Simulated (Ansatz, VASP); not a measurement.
One calculation of BaTiO3, two programs

```
Ba Ti O
1.0
     3.99410    0.00000    0.00000
     0.00000    3.99410    0.00000
     0.00000    0.00000    3.99410
Ba Ti O
1 1 3
Cartesian
  0.0000 0.0000 0.0000
  1.9970 1.9970 1.9970
  1.9970 0.0000 1.9970
  1.9970 1.9970 0.0000
  0.0000 1.9970 1.9970
```

Alike in both runs: task single point; functional PBE; k mesh 6 × 6 × 6; non-collinear spin, spin-orbit coupling.

|  | VASP | Ansatz |
| --- | --- | --- |
| version | VASP 6.6.1 | Ansatz 0.2.0 |
| potentials or method | VASP PAW PBE potentials, release 64 (Ba_sv, Ti_sv, O) | plane waves, PAW |
| plane-wave cutoff (eV) | 520 | 420 |
| occupations | gaussian, width 0.01 eV | fixed |
| valence electrons in the cell | 40 | 40 |

```csv
,VASP,Ansatz,Ansatz less VASP
pressure (GPa),5.0,3.2,-1.81
net moment per atom (μB),0.00,0.00,0.000
```
